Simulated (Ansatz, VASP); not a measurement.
## ZrB in VASP and in Ansatz

Contents of INCAR:

```
SYSTEM = ZrB
ALGO = Normal ; EDIFF = 1E-6
ENCUT = 520 ; GGA = PE
ISIF = 2 ; ISMEAR = 0
LASPH = .True. ; LCHARG = .False.
LREAL = .False. ; LWAVE = .False.
NBANDS = 14 ; NELM = 60
PREC = Accurate ; SIGMA = 0.15
```

KPOINTS

```
k-points
0
Gamma
  18 18 18
  0 0 0
```

Contents of POSCAR:

```
ZrB
1.0
    0.0000000000      2.3250000000      2.3250000000
    2.3250000000      0.0000000000      2.3250000000
    2.3250000000      2.3250000000      0.0000000000
Zr B
1 1
Direct
    0.0000000000      0.0000000000      0.0000000000
    0.6075268817      0.6075268817      0.3924731183
```

Input for Ansatz:

```yaml
crystal:
  lattice:
    - [0.0, 2.325, 2.325]
    - [2.325, 0.0, 2.325]
    - [2.325, 2.325, 0.0]
  atoms:
    - { symbol: Zr, position: [0.0, 0.0, 0.0] }
    - { symbol: B, position: [0.6075268817, 0.6075268817, 0.3924731183] }
basis:
  ecutwfc: 420
kpoints:
  mp_grid: { grid: [18, 18, 18] }
hamiltonian:
  xc: pbe
scf:
  occupations: { method: gaussian, width: 0.15 }
output:
  forces: true
  stress: true
  eigenvalues: true
```

Change from the starting cell: all B atoms moved -0.500 Å, as atom 2 towards its neighbour atom 1 (Zr) at 2.325 Å.

Alike in both runs: task single point; functional PBE; k mesh 18 × 18 × 18; occupations gaussian, width 0.15 eV; no spin polarisation.

```csv
,VASP,Ansatz
version,VASP 6.6.1,Ansatz 0.2.0
potentials or method,"VASP PAW PBE potentials, release 64 (Zr_sv, B), cutoff 520 eV","scalar-relativistic, plane waves, PAW"
valence electrons in the cell,15,15
```

VASP gave:

| Quantity | Value |
| --- | --- |
| gap on the k mesh at the Fermi level (eV) | none |
| rms of the force components (eV/Å) | 4.900 |

**Question.** What did Ansatz give for the same quantities?

**Answer.** gap on the k mesh at the Fermi level (eV): none; rms of the force components (eV/Å): 4.873.

Atom by atom the forces differ by 0.027 eV/Å (rms over components). A gap of «none» marks a metal or a gap that the smearing closes.
